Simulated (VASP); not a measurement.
A run of VASP 6.6.1 is set up as follows.

INCAR

```
SYSTEM = MoN2
PREC     = Accurate       ! precision mode
ENCUT    = 520            ! plane-wave cutoff, eV
EDIFF    = 1E-6           ! SCF threshold, eV
ISMEAR   = 0              ! smearing method
SIGMA    = 0.15           ! smearing width, eV
LREAL    = .FALSE.        ! projectors in reciprocal space
LASPH    = .TRUE.         ! aspherical terms in the spheres
NELM     = 80             ! most SCF steps
ALGO     = Fast           ! electronic algorithm
ISIF     = 2              ! what is computed and relaxed
LWAVE    = .FALSE.        ! write WAVECAR
LCHARG   = .FALSE.        ! write CHGCAR
GGA      = PE             ! functional
NBANDS   = 33             ! bands
```

Contents of KPOINTS:

```
Automatic mesh
0
G
  12 12 20
  0 0 0
```

POSCAR

```
MoN2
1.0
    4.6676494867      0.0000000000      0.0000000000
    0.0000000000      4.6676494867      0.0000000000
    0.0000000000      0.0000000000      2.3715083898
Mo N
2 4
Direct
    0.5000000000      0.5000000000      0.0000000000
    0.0000000000      0.0000000000      0.0000000000
    0.8879039728      0.3879039728      0.5000000000
    0.1120960272      0.6120960272      0.5000000000
    0.3879039728      0.1120960272      0.5000000000
    0.6120960272      0.8879039728      0.5000000000
```

Potentials or basis: VASP PAW PBE potentials, release 64 (Mo_sv, N).

Run with:

```console
$ cat potpaw_PBE.64/Mo_sv/POTCAR potpaw_PBE.64/N/POTCAR > POTCAR
$ mpirun -np 1 vasp_std > vasp.out
```

Q: Estimate the pressure.

A: 11.8 GPa.

Q: What does it give for the band gap on the k mesh?

A: Zero (bands 24 and 25 overlap by 1.97 eV).

Q: What does it give for the largest force?

A: 1.761 eV/Å.

Forces on the atoms (eV/Å):
```
Mo   0.000  0.000  0.000
Mo   0.000  0.000  0.000
N    1.245  1.245  0.000
N   -1.245 -1.245  0.000
N    1.245 -1.245  0.000
N   -1.245  1.245  0.000
```

Caveat: the stress differs along the axes, from -32 to 99 GPa; forces of over 1 eV/Å act on the atoms, so gaps and moduli don't describe the material at rest.
